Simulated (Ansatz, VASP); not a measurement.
CdO in VASP and in Ansatz

Contents of POSCAR:

```
CdO
1.0
    0.0000000000      2.3530013813      2.3530013813
    2.3530013813      0.0000000000      2.3530013813
    2.3530013813      2.3530013813      0.0000000000
Cd O
1 1
Direct
    0.0000000000      0.0000000000      0.0000000000
    0.5000000000      0.5000000000      0.5000000000
```

File INCAR.step1:

```
SYSTEM = CdO
PREC = Accurate ; ENCUT = 660
ISMEAR = -1 ; SIGMA = 0.02
LREAL = .FALSE. ; LASPH = .TRUE.
NELM = 120 ; NBANDS = 16
GGA = PE ; ALGO = Normal
EDIFF = 1E-5 ; LWAVE = .TRUE.
LCHARG = .FALSE. ; GGA_COMPAT = .FALSE.
```

INCAR.step2

```
SYSTEM = CdO
PREC = Accurate ; ENCUT = 660
EDIFF = 1E-6 ; ISMEAR = -1
SIGMA = 0.02 ; LREAL = .FALSE.
LASPH = .TRUE. ; NELM = 120
ALGO = Normal ; ISIF = 2
LWAVE = .FALSE. ; LCHARG = .FALSE.
METAGGA = R2SCAN ; LMIXTAU = .TRUE.
NBANDS = 16 ; ISTART = 1
GGA_COMPAT = .FALSE.
```

KPOINTS

```
regular mesh
0
G
  10 10 10
  0 0 0
```

Input for Ansatz:

```yaml
crystal:
  lattice:
    - [0.0, 2.3530013813, 2.3530013813]
    - [2.3530013813, 0.0, 2.3530013813]
    - [2.3530013813, 2.3530013813, 0.0]
  atoms:
    - { symbol: Cd, position: [0.0, 0.0, 0.0] }
    - { symbol: O, position: [0.5, 0.5, 0.5] }
kpoints:
  mp_grid: { grid: [10, 10, 10] }
  band_path:
    path:
      - [0.0, 0.0, 0.0]
      - [0.5, 0.0, 0.5]
      - [0.625, 0.25, 0.625]
      - [0.375, 0.375, 0.75]
      - [0.5, 0.5, 0.5]
      - [0.5, 0.25, 0.75]
    npoints: 1
hamiltonian:
  xc: r2scan
scf:
  occupations: { method: fermi_dirac, width: 0.02 }
  n_extra_bands: 4
output:
  forces: true
  stress: true
  eigenvalues: true
```

Alike in both runs: task single point; functional r2SCAN; k mesh 10 × 10 × 10; occupations fermi-dirac, width 0.02 eV; no spin polarisation.

```csv
,VASP,Ansatz
version,VASP 6.6.1,Ansatz 0.2.0
potentials or method,"VASP PAW PBE potentials, release 64 (Cd, O)","plane waves, PAW"
plane-wave cutoff (eV),660,500
valence electrons in the cell,18,26
```

Ansatz gave:

```
pressure (GPa) : 0.0
```

Q: Estimate VASP's values.

A: Pressure (GPa): 1.5.

VASP's potentials were made for PBE, not for r2SCAN. The functional is the same, so the differences come from potentials, cutoffs and numerics. VASP's potentials hold 18 valence electrons a cell and Ansatz's 26, so a difference there can come from the potentials and not from the codes.
